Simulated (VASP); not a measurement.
Wanted: the native input for a VASP 6.6.1 run.

```yaml
Task: single point
Functional: LDA
Potentials_or_basis: VASP PAW LDA potentials, release 64 (Ca_sv)
Cutoff: 520 eV
k_mesh: 9 × 9 × 9
Occupations: gaussian, width 0.1 eV
Spin: no spin polarisation
Dipole_correction: no
Further_INCAR_settings: ALGO = Normal; EDIFF = 1e-06; NBANDS = 11
```

The structure of Ca lies in POSCAR:

```
Ca
1.0
    3.8142859900      0.0000000000      0.0000000000
   -1.2854141234      3.5911680753      0.0000000000
   -1.2644359330     -1.7955840373      3.1186306851
Ca
1
Direct
    0.5000000000      0.5000000000      0.0000000000
```

The input as run:

INCAR

```
  ALGO = Normal
  EDIFF = 1E-6
  ENCUT = 520
  GGA = CA
  ISIF = 2
  ISMEAR = 0
  LASPH = True
  LCHARG = False
  LREAL = False
  LWAVE = False
  NBANDS = 11
  NELM = 80
  PREC = Accurate
  SIGMA = 0.1
```

KPOINTS

```
k-points
0
Gamma
  9 9 9
```

Potentials or basis: VASP PAW LDA potentials, release 64 (Ca_sv).

Command:

```sh
$ cat potpaw_LDA.64/Ca_sv/POTCAR > POTCAR
$ mpirun -np 1 vasp_std > vasp.out
```

It gave:

```
Pressure               : -1.9 GPa
Band gap on the k mesh : zero (band 5 reaches 1.96 eV, above the bottom of band 6 at 1.79 eV)
```

Run time: 20 s on 1 thread of Intel(R) Xeon(R) Platinum 8259CL CPU @ 2.50GHz (Skylake/Cascade Lake), on a shared host, peak memory 0.16 GiB.
